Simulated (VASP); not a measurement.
MoS2: single point with PBE-based screened hybrid with 10 % exact exchange

The system is MoS2.

```
Mo S
1.0
     3.22746    0.00000    0.00000
    -1.61373    2.79507    0.00000
     0.00000    0.00000    6.31247
Mo S
1 2
Direct
  0.00000 0.00000 0.50000
  0.66667 0.33333 0.74468
  0.33333 0.66667 0.25532
```

* Program: VASP 6.6.1
* Task: single point
* Functional: PBE-based screened hybrid with 10 % exact exchange
* Potentials or basis: VASP PAW PBE potentials, release 64 (Mo_sv, S)
* Cutoff: 520 eV
* k mesh: 5 × 5 × 2
* Occupations: fermi-dirac, width 0.05 eV
* Spin: no spin polarisation

| Property | Result |
| --- | --- |
| Pressure | -0.7 GPa |
| Largest force | 0.087 eV/Å |
| Band gap on the k mesh | zero (bands 13 and 14 overlap by 0.29 eV) |

Forces in eV/Å, atoms in the order of the input:
```
Mo   0.000  0.000  0.000
S    0.000  0.000 -0.087
S    0.000  0.000  0.087
```

Stress tensor (GPa, compression positive):
```
-0.79  0.00  0.00
 0.00 -0.79  0.00
 0.00  0.00 -0.56
```

Levels at points of the mesh, in eV from the Fermi level:
| k point | band 10 | band 11 | band 12 | band 13 | band 14 | band 15 | band 16 | band 17 |
| --- | --- | --- | --- | --- | --- | --- | --- | --- |
| (0.00, 0.00, 0.00) | -1.87 | -0.96 | -0.86 | -0.86 | -0.22 | -0.22 | 3.61 | 3.61 |
| (0.00, 0.00, 0.50) | -3.67 | -0.87 | -0.87 | -0.29 | -0.29 | 0.06 | 3.78 | 3.78 |

It took 6.6 min on 1 thread of Intel(R) Xeon(R) 6975P-C (Granite Rapids) (shared host), peak memory 0.29 GiB.

Caveat: the k points lie up to 0.50 Å⁻¹ apart; the PAW data sets were made with another functional, which shifts forces and pressure a little.
